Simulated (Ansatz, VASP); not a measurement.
# Two plane-wave programs on KCl

```
K Cl
1.0
     3.79574    0.00000    0.00000
     0.00000    3.79574    0.00000
     0.00000    0.00000    3.79574
K Cl
1 1
Direct
  0.00000 0.00000 0.00000
  0.50000 0.50000 0.50000
```

Alike in both runs: task single point; functional PBE; k mesh 6 × 6 × 6; no spin polarisation.

|  | VASP | Ansatz |
| --- | --- | --- |
| version | VASP 6.6.1 | Ansatz 0.2.0 |
| potentials or method | VASP PAW PBE potentials, release 64 (K_sv, Cl) | plane waves, PAW |
| plane-wave cutoff (eV) | 520 | 420 |
| occupations | gaussian, width 0.01 eV | fixed |
| valence electrons in the cell | 16 | 16 |

```csv
,VASP,Ansatz,Ansatz less VASP
gap on the k mesh at the Fermi level (eV),4.94,4.94,+0.001
pressure (GPa),0.6,0.6,-0.02
```
